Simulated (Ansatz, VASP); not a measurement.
C in VASP and in Ansatz

```xyz
3
Lattice="2.0673 1.1935 1.2941 -2.0673 1.1935 1.2941 0.0000 -2.3871 1.2941" Properties=species:S:1:pos:R:3 pbc="T T T"
C    -1.6227    0.4235    1.2941
C     1.1781    1.1935    1.2941
C     0.4446   -1.6170    1.2941
```

Change from the starting cell: the structure that the rattled cell fell into.

Alike in both runs: functional PBE; k mesh 18 × 18 × 18; occupations gaussian, width 0.1 eV; no spin polarisation.

Ansatz relaxed the structure, and its values are those at the end. VASP's run is a single point on that final structure, the one shown.

|  | VASP | Ansatz |
| --- | --- | --- |
| version | VASP 6.6.1 | Ansatz 0.2.0 |
| potentials or method | VASP PAW PBE potentials, release 64 (C), cutoff 520 eV | scalar-relativistic, plane waves, PAW |
| valence electrons in the cell | 12 | 12 |

Ansatz gave:

| Item | Value |
| --- | --- |
| gap on the k mesh at the Fermi level (eV) | none |
| pressure (GPa) | 0.0 |
| rms of the force components (eV/Å) | 0.003 |

Q: Which values does VASP return?

A: gap on the k mesh at the Fermi level (eV): none; pressure (GPa): 0.6; rms of the force components (eV/Å): 0.025.

A gap of «none» marks a metal or a gap that the smearing closes.
